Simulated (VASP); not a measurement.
Here is a VASP 6.6.1 calculation.

The input INCAR:

```
PREC     = Accurate       # precision mode
ENCUT    = 520            # plane-wave cutoff, eV
EDIFF    = 1E-7           # SCF threshold, eV
ISMEAR   = -1             # smearing method
SIGMA    = 0.1            # smearing width, eV
LREAL    = False          # projectors in reciprocal space
LASPH    = True           # aspherical terms in the spheres
NELM     = 100            # most SCF steps
ALGO     = Normal         # electronic algorithm
ISIF     = 2              # what is computed and relaxed
LWAVE    = False          # write WAVECAR
LCHARG   = False          # write CHGCAR
GGA      = B5             # functional
ALDAX    = 1.0          
AGGAX    = 1.0          
AGGAC    = 1.0          
ALDAC    = 0.0          
NBANDS   = 17             # bands
```

KPOINTS

```
Automatic mesh
0
Gamma
  6 6 6
```

The input POSCAR:

```
Ba
1.0
    0.0000000000      5.6527107165      5.6527107165
    5.6527107165      0.0000000000      5.6527107165
    5.6527107165      5.6527107165      0.0000000000
Ba
2
Direct
    0.1250000000      0.1250000000      0.1250000000
    0.8750000000      0.8750000000      0.8750000000
```

Potentials or basis: VASP PAW PBE potentials, release 64 (Ba_sv).

Run with:

```console
$ cat potpaw_PBE.64/Ba_sv/POTCAR > POTCAR
$ mpirun -np 1 vasp_std > vasp.out
```

(1) Estimate the band gap on the k mesh.

(2) Estimate the pressure.

Results:

(1) zero (band 10 reaches -0.03 eV, above the bottom of band 11 at -0.12 eV).

(2) -0.1 GPa.

Caveat: the PAW data sets were made with another functional, which shifts forces and pressure a little; spin-orbit coupling is left out, which moves the levels of the heavy elements.
